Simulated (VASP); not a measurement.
A run of VASP 6.6.1:

The input INCAR:

```
SYSTEM = HgTe
PREC = Accurate
ENCUT = 520
EDIFF = 1E-6
ISMEAR = 0
SIGMA = 0.15
LREAL = .FALSE.
LASPH = .TRUE.
NELM = 80
ALGO = Normal
ISIF = 2
LWAVE = .FALSE.
LCHARG = .FALSE.
GGA = PS
NBANDS = 16
```

KPOINTS

```
Automatic mesh
0
G
  14 14 14
  0 0 0
```

POSCAR

```
HgTe
1.0
    0.0000000000      3.2718525000      3.3202050000
    3.2718525000      0.0000000000      3.3202050000
    3.2718525000      3.2718525000      0.0000000000
Hg Te
1 1
Direct
    0.0000000000      0.0000000000      0.0000000000
    0.7500000000      0.7500000000      0.7500000000
```

Potentials or basis: VASP PAW PBE potentials, release 64 (Hg, Te).

Run with:

```bash
$ cat potpaw_PBE.64/Hg/POTCAR potpaw_PBE.64/Te/POTCAR > POTCAR
$ mpirun -np 1 vasp_std > vasp.out
```

Hardware: 1 thread of AMD EPYC 9R45 96-Core Processor (Zen 5), with other jobs on the host.

Task: How long does it take, and how much memory?

Result: Wall time 2.5 min on 1 thread of AMD EPYC 9R45 96-Core Processor (Zen 5), on a shared host, peak memory 0.4 GiB. Counts: scf iterations 12, k points 244.
